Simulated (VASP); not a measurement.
Here is a VASP 6.6.1 calculation.

File INCAR:

```
ALGO = Normal ; EDIFF = 1E-6
EDIFFG = -0.005 ; ENCUT = 600
IBRION = 2 ; ISIF = 3
ISMEAR = 0 ; LASPH = True
LCHARG = False ; LREAL = False
LWAVE = False ; NELM = 100
NSW = 100 ; PREC = Accurate
SIGMA = 0.01
```

Contents of KPOINTS:

```
k-points
0
Gamma
  10 10 10
```

Contents of POSCAR:

```
PbS
1.0
    0.0000000000      2.9657500000      2.9657500000
    2.9657500000      0.0000000000      2.9657500000
    2.9657500000      2.9657500000      0.0000000000
Pb S
1 1
Direct
    0.0000000000      0.0000000000      0.0000000000
    0.5000000000      0.5000000000      0.5000000000
```

Potentials or basis: VASP PAW LDA potentials, release 64 (Pb_d, S).

The run is started by

```bash
$ cat potpaw_LDA.64/Pb_d/POTCAR potpaw_LDA.64/S/POTCAR > POTCAR
$ mpirun -np 1 vasp_std > vasp.out
```

(1) Estimate the relaxed cell.

(2) What does it give for the relaxed volume?

(3) What does it give for the space group after relaxing (to 0.1 Å)?

Results:

(1) a = 4.137 Å, b = 4.137 Å, c = 4.137 Å, α = 60.00°, β = 60.00°, γ = 60.00°.

(2) 25.04 Å³/atom.

(3) Fm-3m (No. 225).
